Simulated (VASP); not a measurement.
WSe2: single point with PBEsol

WSe2, a slab with vacuum:

```
CELL_PARAMETERS angstrom
3.31794 0.00000 0.00000
-1.65897 2.87342 0.00000
0.00000 0.00000 16.65814
ATOMIC_POSITIONS crystal
W 0.98430 0.96861 0.00000
Se 0.35160 0.70321 0.09979
Se 0.35160 0.70321 0.90021
```

This cell differs from its parent crystal: mode 6 (241.7 1/cm) frozen in, largest displacement +0.105 Å.

```yaml
Program: VASP 6.6.1
Task: single point
Functional: PBEsol
Potentials_or_basis: VASP PAW PBE potentials, release 64 (W_sv, Se)
Cutoff: 520 eV
k_mesh: 12 × 12 × 2
Occupations: gaussian, width 0.05 eV
Spin: no spin polarisation
```

```yaml
Largest_force: 3.289 eV/Å
Band_gap_on_the_k_mesh: 1.48 eV, direct
```

Forces on the atoms (eV/Å):
```
W    0.000  3.289  0.000
Se   0.000 -1.644  0.305
Se   0.000 -1.644 -0.305
```

Levels at points of the mesh, in eV from the valence-band top:
```
           k point  band 9  band 10  band 11  band 12  band 13  band 14  band 15  band 16  band 17  band 18
(0.00, 0.00, 0.00)   -2.24    -2.19    -2.09    -0.44    -0.36     1.92     2.59     3.01     3.80     4.41
(0.50, 0.00, 0.00)   -4.14    -2.94    -2.23    -1.67    -0.42     2.17     2.70     3.17     4.34     4.86
(0.00, 0.50, 0.00)   -4.48    -3.43    -1.77    -1.10    -0.73     2.38     2.68     3.10     4.16     4.59
(0.00, 0.00, 0.50)   -2.24    -2.19    -2.09    -0.44    -0.36     1.92     2.59     3.01     3.80     4.51
(0.50, 0.00, 0.50)   -4.14    -2.94    -2.23    -1.67    -0.42     2.17     2.70     3.17     4.34     4.86
(0.00, 0.50, 0.50)   -4.48    -3.43    -1.77    -1.10    -0.73     2.38     2.68     3.10     4.16     4.59
```

It took 4.5 min on 1 thread of AMD EPYC 7R13 Processor (Zen 3), on a shared host, peak memory 0.44 GiB.

Caveat: the cell differs from its parent crystal (mode 6 (241.7 1/cm) frozen in, largest displacement +0.105 Å); the PAW data sets were made with another functional, which shifts forces and pressure a little; spin-orbit coupling is left out, which moves the levels of the heavy elements.
